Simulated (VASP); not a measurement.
# RbRe2 (P6/mmm) in VASP: notebook

The runs below take RbRe2 through single point, relaxation of cell and atoms, with PBE.

All numbers are computed with VASP 6.6.1; they aren't measurements. Logs are shortened: lines on timing, memory, paths and dates and some standing lists are left out, and cuts for length are marked.

## Step 1: The cell of the first run

The structure is hexagonal, space group P6/mmm (No. 191). The conventional cell has a = 4.120 Å, b = 4.120 Å, c = 4.449 Å, α = 90.00°, β = 90.00°, γ = 120.00°. Within 4.3 Å of Rb (site symmetry 6/mmm) lie 12 Re at 3.26 Å and 6 Rb at 4.12 Å. Within 3.1 Å of Re (site symmetry -6m2) lie 3 Re at 2.38 Å.

## Step 2: Single point, PBE

INCAR

```
SYSTEM = RbRe2
ALGO = Fast
EDIFF = 1E-6
ENCUT = 520
GGA = PE
ISIF = 2
ISMEAR = 0
LASPH = .True.
LCHARG = .False.
LREAL = .False.
LWAVE = .False.
NBANDS = 18
NELM = 60
PREC = Accurate
SIGMA = 0.1
```

KPOINTS

```
k-points
0
Gamma
  6 6 4
  0 0 0
```

POSCAR

```
RbRe2
1.0
    4.1202888492      0.0000000000      0.0000000000
   -2.0601444246      3.5682748143      0.0000000000
    0.0000000000      0.0000000000      4.4488168637
Rb Re
1 2
Direct
    0.0000000000      0.0000000000      0.0000000000
    0.3333333333      0.6666666667      0.5000000000
    0.6666666667      0.3333333333      0.5000000000
```

Potentials or basis: VASP PAW PBE potentials, release 64 (Rb_sv, Re).

Launch:

```
> cat potpaw_PBE.64/Rb_sv/POTCAR potpaw_PBE.64/Re/POTCAR > POTCAR
> mpirun -np 1 vasp_std > vasp.out
```

OUTCAR:

```text
SYSTEM = RbRe2
   EDIFF = 1E-6
   ENCUT = 520
   GGA = PE
   ISIF = 2
   ISMEAR = 0
   LASPH = .True.
   LREAL = .False.
   NELM = 60
   PREC = Accurate

 ion  position               nearest neighbor table
   1  0.000  0.000  0.000-   2 3.26   3 3.26   2 3.26   3 3.26   2 3.26   2 3.26   3 3.26   3 3.26
                             3 3.26   3 3.26   2 3.26   2 3.26
   2  0.333  0.667  0.500-   3 2.38   3 2.38   3 2.38   1 3.26   1 3.26   1 3.26   1 3.26   1 3.26
                             1 3.26
   3  0.667  0.333  0.500-   2 2.38   2 2.38   2 2.38   1 3.26   1 3.26   1 3.26   1 3.26   1 3.26
                             1 3.26

  LATTYP: Found a hexagonal cell.
 ALAT       =     4.1202888492
 C/A-ratio  =     1.0797342193

  Lattice vectors:

 A1 = (   4.1202888492,   0.0000000000,   0.0000000000)
 A2 = (  -2.0601444246,   3.5682748143,   0.0000000000)
 A3 = (   0.0000000000,   0.0000000000,   4.4488168637)

Analysis of symmetry for initial positions (statically):
=====================================================================
 Subroutine PRICEL returns:
 Original cell was already a primitive cell.

 Routine SETGRP: Setting up the symmetry group for a
 hexagonal supercell.

 Subroutine GETGRP returns: Found 24 space group operations
 (whereof 24 operations were pure point group operations)
 out of a pool of 24 trial point group operations.

The static configuration has the point symmetry D_6h.

Analysis of symmetry for dynamics (positions and initial velocities):
=====================================================================
 Subroutine PRICEL returns:
 Original cell was already a primitive cell.

 Routine SETGRP: Setting up the symmetry group for a
 hexagonal supercell.

 Subroutine GETGRP returns: Found 24 space group operations
 (whereof 24 operations were pure point group operations)
 out of a pool of 24 trial point group operations.

The dynamic configuration has the point symmetry D_6h.

 Subroutine INISYM returns: Found 24 space group operations
 (whereof 24 operations are pure point group operations),
 and found     1 'primitive' translations

----------------------------------------------------------------------------------------

                                     Primitive cell

  volume of cell :      65.4079

  direct lattice vectors                    reciprocal lattice vectors
[... 83 lines left out ...]
   ENCUT  =  520.0 eV  38.22 Ry    6.18 a.u.   7.66  7.66  8.27*2*pi/ulx,y,z
   NELM   =     60;   NELMIN=  2; NELMDL= -5     # of ELM steps
   EDIFF  = 0.1E-05   stopping-criterion for ELM
   LREAL  =      F    real-space projection
   EDIFFG = 0.1E-04   stopping-criterion for IOM
   NSW    =      0    number of steps for IOM
   IBRION =     -1    ionic relax: 0-MD 1-quasi-New 2-CG
   NFREE  =      0    steps in history (QN), initial steepest desc. (CG)
   ISIF   =      2    stress and relaxation
   ISYM   =      2    0-nonsym 1-usesym 2-fastsym
   POTIM  = 0.5000    time-step for ionic-motion
   TEBEG  =    0.0;   TEEND  =   0.0 temperature during run
   PSTRESS=    0.0 pullay stress
   NELECT =      23.0000    total number of electrons
   NUPDOWN=      -1.0000    fix difference up-down
   EMIN   =  10.00;   EMAX   =-10.00  energy-range for DOS
   EFERMI =   0.00;   METHOD = LEGACY
   ISMEAR =     0;   SIGMA  =   0.10  broadening in eV -4-tet -1-fermi 0-gaus
   EFERMI_NEDOS =   21; number of points for ismear=-14 and -15
   IALGO  =     68    algorithm
   IMIX   =      4    mixing-type and parameters
     AMIX     =   0.40;   BMIX     =  1.00
     AMIX_MAG =   1.60;   BMIX_MAG =  1.00
  volume/ion in A,a.u.               =      21.80       147.13
  Fermi-wavevector in a.u.,A,eV,Ry     =   1.155511  2.183598 18.166565  1.335205
  Thomas-Fermi vector in A             =   2.292139
   LORBIT       =      0    0 simple, 1 ext, 2 COOP (PROOUT), +10 PAW based schemes
   GGA     = PE    functional components
   LHFCALC =     F    Hartree Fock is set to
   AEXX    =    0.0000 exact exchange contribution
   IVDW    =     0    specifies the selected vdW correction
   LEPSILON=     F    determine dielectric tensor
   LRPA    =     F    only Hartree local field effects (RPA)
 non-spin polarized calculation
 RMM-DIIS sequential band-by-band and
 Gauss-broadening in eV      SIGMA  =   0.10
  energy-cutoff  :      520.00
  volume of cell :       65.41
 maximum number of plane-waves:      1782
 NGX is ok and might be reduce to    32
   NGX = 15   NGY = 15   NGZ = 17

 number of electron      23.0000001 magnetization

 Free energy of the ion-electron system (eV)
  ---------------------------------------------------
  ext. energy  EPLUGINS =         0.00000000
  ---------------------------------------------------
  free energy    TOTEN  =       -19.81571726 eV

  energy without entropy =      -19.79068181  energy(sigma->0) =      -19.80319954

 E-fermi :   3.8569     XC(G=0): -10.9168

 val. band max:        3.8536580880   @ k =   0.1667   0.1667   0.2500
 cond. band min:       3.8734308219   @ k =   0.1667   0.1667   0.0000
 fundamental gap:      0.0197727339
 Fermi energy:         3.8568844573

 k-point     1 :       0.0000    0.0000    0.0000
  band No.  band energies     occupation
      1     -22.1088      2.00000
      2      -6.5879      2.00000
      3      -6.1631      2.00000
      4      -6.1631      2.00000
      5      -2.6015      2.00000
      6       0.8170      2.00000
[... 418 lines left out ...]
      5      -0.6823      2.00000
      6       0.4709      2.00000
[... 10 lines left out ...]
     17       7.8310      0.00000
     18       7.8311      0.00000

------------------------ aborting loop because EDIFF is reached ----------------------------------------

  FORCE on cell =-STRESS in cart. coord.  units (eV):
  Direction    XX          YY          ZZ          XY          YZ          ZX
  --------------------------------------------------------------------------------------
  -------------------------------------------------------------------------------------
  Total        5.5997540      5.5997540      9.3871612      0.0000000     -0.0000000      0.0000000
  in kB      137.1668119    137.1668119    229.9399182      0.0000000     -0.0000000      0.0000000
  external PRESSURE =     168.0911806 kB  Pullay stress =       0.0000000 kB

 VOLUME and BASIS-vectors are now :
 -----------------------------------------------------------------------------
  energy-cutoff  :      520.00
  volume of cell :       65.41
      direct lattice vectors                 reciprocal lattice vectors
     4.120288849  0.000000000  0.000000000     0.242701431  0.140123737  0.000000000
    -2.060144425  3.568274814  0.000000000     0.000000000  0.280247473  0.000000000
     0.000000000  0.000000000  4.448816864     0.000000000  0.000000000  0.224778864

 POSITION                                       TOTAL-FORCE (eV/Angst)
 -----------------------------------------------------------------------------------
      0.00000      0.00000      0.00000        -0.000000      0.000000      0.000000
     -0.00000      2.37885      2.22441        -0.000000      0.000000      0.000000
      2.06014      1.18942      2.22441         0.000000     -0.000000     -0.000000
 -----------------------------------------------------------------------------------
    total drift:                                0.000000     -0.000000      0.000000

  FREE ENERGIE OF THE ION-ELECTRON SYSTEM (eV)
  ---------------------------------------------------
  free  energy   TOTEN  =       -19.8157172570 eV

  energy  without entropy=      -19.7906818143  energy(sigma->0) =      -19.80319954
```

stdout:

```text
POSCAR found type information on POSCAR RbRe
 POSCAR found :  2 types and       3 ions
 scaLAPACK will be used
 LDA part: xc-table for (Slater+PW92), standard interpolation
 POSCAR, INCAR and KPOINTS ok, starting setup
 FFT: planning ... GRIDC
 FFT: planning ... GRID_SOFT
 FFT: planning ... GRID
 WAVECAR not read
 entering main loop
```

It took 25 s on 1 thread of Intel Xeon 6975P-C (Granite Rapids), shared host; peak memory 0.19 GiB.

What came out:

| Property | Result |
| --- | --- |
| Free energy | -19.8157 eV |
| Pressure | 16.8 GPa |

Stress tensor (GPa, compression positive):
```
13.72  0.00  0.00
 0.00 13.72  0.00
 0.00  0.00 22.99
```

Levels at points of the mesh, in eV from the Fermi level:
```tsv
k point	band 10	band 11	band 12	band 13	band 14	band 15
(0.00, 0.00, 0.00)	-1.34	-1.01	-1.01	0.98	1.16	1.16
(0.50, 0.00, 0.00)	-1.55	-0.88	-0.45	-0.27	2.78	2.89
(0.00, 0.00, 0.50)	-0.94	-0.94	-0.93	-0.44	1.79	1.90
(0.50, 0.00, 0.50)	-0.80	0.29	0.52	0.63	2.59	2.98
```

Caveat: spin-orbit coupling is left out, which moves the levels of the heavy elements.

## Step 3: Single point, PBE

This run uses another cell than the first one, of 30.38 Å³/atom, 1.394 times its volume.

INCAR

```
SYSTEM = RbRe2
PREC = Accurate
ENCUT = 520
EDIFF = 1E-6
ISMEAR = 0
SIGMA = 0.1
LREAL = .False.
LASPH = .True.
NELM = 100
ALGO = Normal
ISIF = 2
LWAVE = .False.
LCHARG = .True.
GGA = PE
LELF = .True.
LVHAR = .True.
NBANDS = 18
```

KPOINTS

```
Automatic mesh
0
Gamma
  6 6 4
  0 0 0
```

POSCAR

```
RbRe2
1.0
    4.1134787378      0.0000000000      0.0000000000
   -2.0567393689      3.5623770849      0.0000000000
    0.0000000000      0.0000000000      6.2204810351
Rb Re
1 2
Direct
    0.0000000000      0.0000000000      0.0000000000
    0.3333333333      0.6666666667      0.5000000000
    0.6666666667      0.3333333333      0.5000000000
```

Potentials or basis: VASP PAW PBE potentials, release 64 (Rb_sv, Re).

Launch:

```
> cat potpaw_PBE.64/Rb_sv/POTCAR potpaw_PBE.64/Re/POTCAR > POTCAR
> mpirun -np 1 vasp_std > vasp.out
```

OUTCAR:

```text
SYSTEM = RbRe2
   PREC = Accurate
   ENCUT = 520
   EDIFF = 1E-6
   ISMEAR = 0
   LREAL = .False.
   LASPH = .True.
   NELM = 100
   ISIF = 2
   GGA = PE

 ion  position               nearest neighbor table
   1  0.000  0.000  0.000-   2 3.91   3 3.91   2 3.91   3 3.91   3 3.91   3 3.91   2 3.91   2 3.91
                             3 3.91   3 3.91   2 3.91   2 3.91
   2  0.333  0.667  0.500-   3 2.37   3 2.37   3 2.37   1 3.91   1 3.91   1 3.91   1 3.91   1 3.91
                             1 3.91
   3  0.667  0.333  0.500-   2 2.37   2 2.37   2 2.37   1 3.91   1 3.91   1 3.91   1 3.91   1 3.91
                             1 3.91

  LATTYP: Found a hexagonal cell.
[... 634 lines left out ...]
  --------------------------------------------------------------------------------------
  -------------------------------------------------------------------------------------
  Total       -0.6721767     -0.6721767      0.0153562      0.0000000     -0.0000000      0.0000000
  in kB      -11.8146511    -11.8146511      0.2699117      0.0000000     -0.0000000      0.0000000
  external PRESSURE =      -7.7864635 kB  Pullay stress =       0.0000000 kB

 VOLUME and BASIS-vectors are now :
 -----------------------------------------------------------------------------
  energy-cutoff  :      520.00
  volume of cell :       91.15
      direct lattice vectors                 reciprocal lattice vectors
     4.113478738  0.000000000  0.000000000     0.243103238  0.140355720  0.000000000
    -2.056739369  3.562377085  0.000000000     0.000000000  0.280711440  0.000000000
     0.000000000  0.000000000  6.220481035     0.000000000  0.000000000  0.160759272

 POSITION                                       TOTAL-FORCE (eV/Angst)
 -----------------------------------------------------------------------------------
      0.00000      0.00000      0.00000        -0.000000      0.000000      0.000000
     -0.00000      2.37492      3.11024         0.000000      0.000000      0.000000
      2.05674      1.18746      3.11024        -0.000000      0.000000      0.000000
 -----------------------------------------------------------------------------------
    total drift:                                0.000000     -0.000000     -0.000000

  FREE ENERGIE OF THE ION-ELECTRON SYSTEM (eV)
  ---------------------------------------------------
  free  energy   TOTEN  =       -21.5335936682 eV

  energy  without entropy=      -21.5045067123  energy(sigma->0) =      -21.51905019
```

Run time: 17 s. Hardware: 1 thread of Intel Xeon 6975P-C (Granite Rapids), shared host; peak memory 0.22 GiB.

Results:

- Free energy: -21.5336 eV
- Pressure: -0.8 GPa

Stress tensor (GPa, compression positive):
```
-1.18  0.00  0.00
 0.00 -1.18  0.00
 0.00  0.00  0.03
```

Caveat: spin-orbit coupling is left out, which moves the levels of the heavy elements.

## Step 4: Relaxation of cell and atoms, PBE

INCAR

```
  PREC = Accurate
  ENCUT = 600
  EDIFF = 1E-6
  ISMEAR = 0
  SIGMA = 0.1
  LREAL = F
  LASPH = T
  NELM = 100
  ALGO = Normal
  ISIF = 3
  LWAVE = F
  LCHARG = F
  GGA = PE
  IBRION = 2
  NSW = 90
  EDIFFG = -0.04
```

KPOINTS

```
Automatic mesh
0
Gamma
  6 6 4
```

POSCAR

```
RbRe2
1.0
    4.1202888492      0.0000000000      0.0000000000
   -2.0601444246      3.5682748143      0.0000000000
    0.0000000000      0.0000000000      4.4488168637
Rb Re
1 2
Direct
    0.0000000000      0.0000000000      0.0000000000
    0.3333333333      0.6666666667      0.5000000000
    0.6666666667      0.3333333333      0.5000000000
```

Potentials or basis: VASP PAW PBE potentials, release 64 (Rb_sv, Re).

Launch:

```
> cat potpaw_PBE.64/Rb_sv/POTCAR potpaw_PBE.64/Re/POTCAR > POTCAR
> mpirun -np 1 vasp_std > vasp.out
```

OUTCAR:

```text
PREC = Accurate
   ENCUT = 600
   EDIFF = 1E-6
   ISMEAR = 0
   LREAL = F
   LASPH = T
   NELM = 100
   ISIF = 3
   GGA = PE
   IBRION = 2
   NSW = 90
   EDIFFG = -0.04

 ion  position               nearest neighbor table
   1  0.000  0.000  0.000-   2 3.26   3 3.26   2 3.26   3 3.26   2 3.26   2 3.26   3 3.26   3 3.26
                             3 3.26   3 3.26   2 3.26   2 3.26
   2  0.333  0.667  0.500-   3 2.38   3 2.38   3 2.38   1 3.26   1 3.26   1 3.26   1 3.26   1 3.26
                             1 3.26
   3  0.667  0.333  0.500-   2 2.38   2 2.38   2 2.38   1 3.26   1 3.26   1 3.26   1 3.26   1 3.26
                             1 3.26

  LATTYP: Found a hexagonal cell.
 ALAT       =     4.1202888492
 C/A-ratio  =     1.0797342193

  Lattice vectors:

 A1 = (   4.1202888492,   0.0000000000,   0.0000000000)
 A2 = (  -2.0601444246,   3.5682748143,   0.0000000000)
 A3 = (   0.0000000000,   0.0000000000,   4.4488168637)

Analysis of symmetry for initial positions (statically):
=====================================================================
 Subroutine PRICEL returns:
 Original cell was already a primitive cell.

 Routine SETGRP: Setting up the symmetry group for a
 hexagonal supercell.

 Subroutine GETGRP returns: Found 24 space group operations
 (whereof 24 operations were pure point group operations)
 out of a pool of 24 trial point group operations.

[... 158 lines left out ...]
  ext. energy  EPLUGINS =         0.00000000
  ---------------------------------------------------
  free energy    TOTEN  =       -19.81610350 eV

  energy without entropy =      -19.79106157  energy(sigma->0) =      -19.80358254

 E-fermi :   3.8567     XC(G=0): -10.9168

 val. band max:        3.8533876435   @ k =   0.1667   0.1667   0.2500
 cond. band min:       3.8731642221   @ k =   0.1667   0.1667   0.0000
 fundamental gap:      0.0197765786
 Fermi energy:         3.8566539080

 k-point     1 :       0.0000    0.0000    0.0000
  band No.  band energies     occupation
      1     -22.1078      2.00000
      2      -6.5870      2.00000
      3      -6.1623      2.00000
      4      -6.1623      2.00000
      5      -2.6021      2.00000
      6       0.8168      2.00000
      7       1.6243      2.00000
      8       1.6243      2.00000
      9       2.5124      2.00000
     10       2.5124      2.00000
     11       2.8490      2.00000
     12       2.8490      2.00000
     13       4.8374      0.00000
     14       5.0181      0.00000
[... 654 lines left out ...]
--------------------------------------- Ionic step        9  -------------------------------------------

 number of electron      22.9999996 magnetization

 Free energy of the ion-electron system (eV)
  ---------------------------------------------------
  ext. energy  EPLUGINS =         0.00000000
  ---------------------------------------------------
  free energy    TOTEN  =       -21.52848024 eV

  energy without entropy =      -21.49956460  energy(sigma->0) =      -21.51402242

 E-fermi :   1.8754     XC(G=0):  -9.1976

 val. band max:        1.8681712224   @ k =   0.1667   0.0000   0.0000
 cond. band min:       1.9120278772   @ k =   0.1667   0.0000   0.2500
 fundamental gap:      0.0438566548
 Fermi energy:         1.8753675935

 k-point     1 :       0.0000    0.0000    0.0000
  band No.  band energies     occupation
      1     -24.7714      2.00000
      2      -8.8663      2.00000
      3      -8.7164      2.00000
      4      -8.7164      2.00000
      5      -4.2723      2.00000
      6      -0.6351      2.00000
      7      -0.1666      2.00000
      8      -0.1666      2.00000
      9       0.6173      2.00000
     10       0.6173      2.00000
     11       1.0126      2.00000
     12       1.0126      2.00000
     13       3.5281      0.00000
     14       3.6302      0.00000
[... 389 lines left out ...]
  FREE ENERGIE OF THE ION-ELECTRON SYSTEM (eV)
  ---------------------------------------------------
  free  energy   TOTEN  =       -21.5284802352 eV

  energy  without entropy=      -21.4995645995  energy(sigma->0) =      -21.51402242

 reached required accuracy - stopping structural energy minimisation
```

OSZICAR:

```text
N       E                     dE             d eps       ncg     rms          rms(c)
DAV:   1     0.102101470217E+03    0.10210E+03   -0.11566E+04  1228   0.179E+03
DAV:   2    -0.118515991815E+02   -0.11395E+03   -0.11135E+03  1135   0.372E+02
DAV:   3    -0.196678868918E+02   -0.78163E+01   -0.76471E+01  1140   0.942E+01
[... 93 lines left out ...]
DAV:   4    -0.215283982223E+02    0.31458E-03   -0.16610E-03  1055   0.308E-01    0.873E-02
DAV:   5    -0.215284545687E+02   -0.56346E-04   -0.33118E-04  1076   0.193E-01    0.642E-02
DAV:   6    -0.215284790583E+02   -0.24490E-04   -0.58605E-05  1124   0.586E-02    0.124E-02
DAV:   7    -0.215284808664E+02   -0.18080E-05   -0.96677E-06   890   0.557E-02    0.475E-03
DAV:   8    -0.215284802352E+02    0.63114E-06   -0.10893E-06   427   0.137E-02
   9 F= -.21528480E+02 E0= -.21514022E+02  d E =-.177319E-02
```

It took 95 s on 1 thread of Intel Xeon 6975P-C (Granite Rapids), shared host; peak memory 0.22 GiB.

What came out:

| Property | Result |
| --- | --- |
| Free energy | -21.5285 eV |
| Relaxed volume | 30.10 Å³/atom |
| Relaxed cell | a = 4.096 Å, b = 4.096 Å, c = 6.217 Å, α = 90.00°, β = 90.00°, γ = 120.00° |
| Space group after relaxing (to 0.05 Å) | P6/mmm (No. 191) |
| Energy gained by relaxing | 570.8 meV/atom |
| Ionic steps | 9 |
| Pressure after relaxing | 0.0 GPa |

Stress tensor (GPa, compression positive):
```
-0.09  0.00  0.00
 0.00 -0.09  0.00
 0.00  0.00  0.10
```

Step by step:
```csv
step,energy change (eV),largest force (eV/Å),pressure (GPa),volume (Å³)
1,0.0000,0.0000,16.82,65.41
2,-0.4101,0.0000,-8.86,89.47
3,-0.6428,0.0000,-2.17,78.89
4,-1.4368,0.0000,-1.35,84.59
5,-1.7069,0.0000,0.97,89.94
6,-1.7104,0.0000,0.74,89.54
7,-1.7106,0.0000,0.65,89.37
8,-1.7099,0.0000,-0.78,91.45
9,-1.7124,0.0000,-0.03,90.30
```

Final structure:
```
CELL_PARAMETERS angstrom
4.09554 0.00000 0.00000
-2.04777 3.54684 0.00000
0.00000 0.00000 6.21665
ATOMIC_POSITIONS crystal
Rb 0.00000 0.00000 0.00000
Re 0.33333 0.66667 0.50000
Re 0.66667 0.33333 0.50000
```

Caveat: the volume moved by over 15 % at a fixed basis, so the end points are rough; spin-orbit coupling is left out, which moves the levels of the heavy elements.

## Step 5: Summary

```csv
task,cell,cutoff (eV),gap on the mesh (eV),pressure (GPa)
single point,"a = 4.120, b = 4.120, c = 4.449 Å, angles 90.0, 90.0, 120.0°, 3 atoms",520,none,16.8
single point,"a = 4.113, b = 4.113, c = 6.220 Å, angles 90.0, 90.0, 120.0°, 3 atoms",520,none,-0.8
relaxation of cell and atoms,"relaxed from a = 4.120, b = 4.120, c = 4.449 Å, angles 90.0, 90.0, 120.0°, 3 atoms",600,none,0.0
```

Alike in all rows: level PBE; potentials or basis VASP PAW PBE potentials, release 64 (Rb_sv, Re); no spin polarisation; k mesh 6 × 6 × 4; smearing gaussian 0.1 eV.

Caveats: spin-orbit coupling is left out, which moves the levels of the heavy elements; the volume moved by over 15 % at a fixed basis, so the end points are rough (some runs).

Absolute energies hang on the potentials; compare differences alone.
